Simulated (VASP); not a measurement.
Input of a VASP 6.6.1 run:

Contents of INCAR:

```
ALGO = Fast
EDIFF = 1E-7
ENCUT = 520
GGA = PS
ISIF = 2
ISMEAR = 0
LASPH = T
LCHARG = F
LREAL = F
LWAVE = F
NBANDS = 12
NELM = 100
PREC = Accurate
SIGMA = 0.15
```

The input KPOINTS:

```
k-points
0
Gamma
  26 26 26
```

File POSCAR:

```
Ti
1.0
   -1.5248602598      1.5248602598      1.6051160630
    1.5248602598     -1.5248602598      1.6051160630
    1.5248602598      1.5248602598     -1.6051160630
Ti
1
Direct
    0.0000000000      0.0000000000      0.0000000000
```

Potentials or basis: VASP PAW PBE potentials, release 64 (Ti_sv).

The run is started by

```sh
$ cat potpaw_PBE.64/Ti_sv/POTCAR > POTCAR
$ mpirun -np 1 vasp_std > vasp.out
```

Question: Predict the pressure.

Answer: 13.3 GPa.

Question: Estimate the band gap on the k mesh.

Answer: Zero (band 6 reaches 10.74 eV, above the bottom of band 7 at 8.94 eV).

Stress tensor (GPa, compression positive):
```
13.18  0.00  0.00
 0.00 13.18  0.00
 0.00  0.00 13.59
```

Caveat: the cell differs from its parent crystal (strain -0.050 along x and y, +0.000 along z); the PAW data sets were made with another functional, which shifts forces and pressure a little.
